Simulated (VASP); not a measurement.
## Fe2O3: single point with PBEsol+D3(BJ)

Crystal: Fe2O3.

```xyz
10
Lattice="2.3400 1.3510 4.3830 -2.3400 1.3510 4.3830 0.0000 -2.7020 4.3830" Properties=species:S:1:pos:R:3 pbc="T T T"
Fe    0.0000    0.0000    4.5406
Fe    0.0000    0.0000    2.0339
Fe    0.0000    0.0000    8.6083
Fe    0.0000    0.0000   11.1150
O     0.7355   -1.4281    7.6702
O    -1.6045    0.0771    7.6702
O     0.8690    1.3510    7.6702
O    -0.7355    1.4281    5.4787
O     1.6045   -0.0771    5.4787
O    -0.8690   -1.3510    5.4787
```

| Quantity | Value |
| --- | --- |
| Program | VASP 6.6.1 |
| Task | single point |
| Functional | PBEsol |
| Dispersion | D3(BJ) |
| Potentials or basis | VASP PAW PBE potentials, release 64 (Fe, O) |
| Cutoff | 600 eV |
| k mesh | 7 × 7 × 7 |
| Occupations | fermi-dirac, width 0.05 eV |
| Spin | collinear spin, ferromagnetic start |
| Starting moments | [3.0, 3.0, 3.0, 3.0, 0.0, 0.0, 0.0, 0.0, 0.0, 0.0] μB |
| Dipole correction | no |
| Further INCAR settings | ALGO = Normal; EDIFF = 1e-06; NBANDS = 49 |

```json
{
  "Pressure": "2.1 GPa",
  "Largest force": "0.047 eV/Å",
  "Band gap on the k mesh": "zero (filled and empty bands overlap)",
  "Net moment": "4.00 μB per cell",
  "Site moments": "Fe +0.94; O +0.03 μB",
  "Valence electrons inside the program's atomic spheres": "Fe 7.56; O 5.01",
  "Dispersion energy per atom": "-0.163 eV"
}
```

Forces in eV/Å, atoms in the order of the input:
```
Fe   0.000  0.000  0.047
Fe   0.000  0.000 -0.047
Fe   0.000  0.000 -0.047
Fe   0.000  0.000  0.047
O    0.012  0.021  0.000
O    0.012 -0.021  0.000
O   -0.024  0.000  0.000
O   -0.012 -0.021  0.000
O   -0.012  0.021  0.000
O    0.024  0.000  0.000
```

Levels at points of the mesh, in eV from the Fermi level:
Spin up:
| k point | band 33 | band 34 | band 35 | band 36 | band 37 | band 38 | band 39 | band 40 |
| --- | --- | --- | --- | --- | --- | --- | --- | --- |
| (0.00, 0.00, 0.00) | -0.87 | -0.51 | -0.51 | -0.43 | 0.50 | 0.50 | 0.63 | 0.63 |
Spin down:
| k point | band 30 | band 31 | band 32 | band 33 | band 34 | band 35 |
| --- | --- | --- | --- | --- | --- | --- |
| (0.00, 0.00, 0.00) | -0.73 | -0.73 | -0.39 | 0.34 | 0.34 | 0.43 |

Wall time 23 min on 1 thread of AMD EPYC 9755 128-Core Processor, with other jobs on the host, peak memory 0.49 GiB.

Caveat: the PAW data sets were made with another functional, which shifts forces and pressure a little; semilocal functionals often make such compounds metallic where correlation or magnetic order opens a gap, which also shifts bond lengths; the run started ferromagnetic, and an antiferromagnetic order may lie lower in energy. With open d or f shells a metallic result of PBEsol can be an artefact of self-interaction; +U or a hybrid may open a gap.
